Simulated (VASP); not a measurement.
Here is a VASP 6.6.1 calculation.

File INCAR:

```
PREC     = Accurate       # precision mode
ENCUT    = 520            # plane-wave cutoff, eV
EDIFF    = 1E-6           # SCF threshold, eV
ISMEAR   = 0              # smearing method
SIGMA    = 0.15           # smearing width, eV
LREAL    = F              # projectors in reciprocal space
LASPH    = T              # aspherical terms in the spheres
NELM     = 60             # most SCF steps
ALGO     = Normal         # electronic algorithm
ISIF     = 2              # what is computed and relaxed
LWAVE    = F              # write WAVECAR
LCHARG   = F              # write CHGCAR
GGA      = PS             # functional
NBANDS   = 12             # bands
```

The input KPOINTS:

```
regular mesh
0
Gamma
  20 20 20
```

Contents of POSCAR:

```
Ag
1.0
    0.0000000000      2.0431000000      2.0737465000
    2.0431000000      0.0000000000      2.0737465000
    2.0431000000      2.0431000000      0.0000000000
Ag
1
Direct
    0.0000000000      0.0000000000      0.0000000000
```

Potentials or basis: VASP PAW PBE potentials, release 64 (Ag).

Launch:

```bash
$ cat potpaw_PBE.64/Ag/POTCAR > POTCAR
$ mpirun -np 1 vasp_std > vasp.out
```

Task: Estimate the pressure.

Result: -4.3 GPa.

Task: What does it give for the band gap on the k mesh?

Result: Zero (an odd number of electrons rules out a gap without spin polarisation).

Stress tensor (GPa, compression positive):
```
-4.08  0.00  0.00
 0.00 -4.08  0.00
 0.00  0.00 -4.67
```

Caveat: the cell differs from its parent crystal (strain +0.000 along x and y, +0.015 along z); the cell stands under tension; the PAW data sets were made with another functional, which shifts forces and pressure a little.
